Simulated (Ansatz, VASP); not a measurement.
## F in VASP and in Ansatz

```
F
1.0
     3.23890   -1.86151   -0.24981
     3.23890    1.86151   -0.24981
    -2.43541    0.00000    7.45483
F
4
Direct
  0.08485 0.08485 0.10999
  0.91515 0.91515 0.89001
  0.50157 0.50157 0.59372
  0.49843 0.49843 0.40628
```

Alike in both runs: task single point; functional PBEsol; k mesh 4 × 4 × 2; occupations gaussian, width 0.05 eV; no spin polarisation.

|  | VASP | Ansatz |
| --- | --- | --- |
| version | VASP 6.6.1 | Ansatz 0.2.0 |
| potentials or method | VASP PAW PBE potentials, release 64 (F), cutoff 520 eV | scalar-relativistic, plane waves, PAW |
| valence electrons in the cell | 28 | 28 |

VASP gave:

- gap on the k mesh at the Fermi level (eV): 1.14
- least direct gap on the mesh (eV): 1.20
- pressure (GPa): -6.3
- traceless stress, the component that is largest in VASP (GPa): -9.53
- rms of the force components (eV/Å): 1.778

**Question.** Estimate Ansatz's values.

**Answer.** gap on the k mesh at the Fermi level (eV): 1.18; least direct gap on the mesh (eV): 1.23; pressure (GPa): -6.3; traceless stress, the component that is largest in VASP (GPa): -10.20; rms of the force components (eV/Å): 1.862.

VASP's potentials were made for PBE, not for PBEsol. Atom by atom the forces differ by 0.134 eV/Å (rms over components). With one functional, cell and mesh, what is left measures potentials, basis and numerics.

The k mesh is coarse, so the values compare programs but aren't converged.
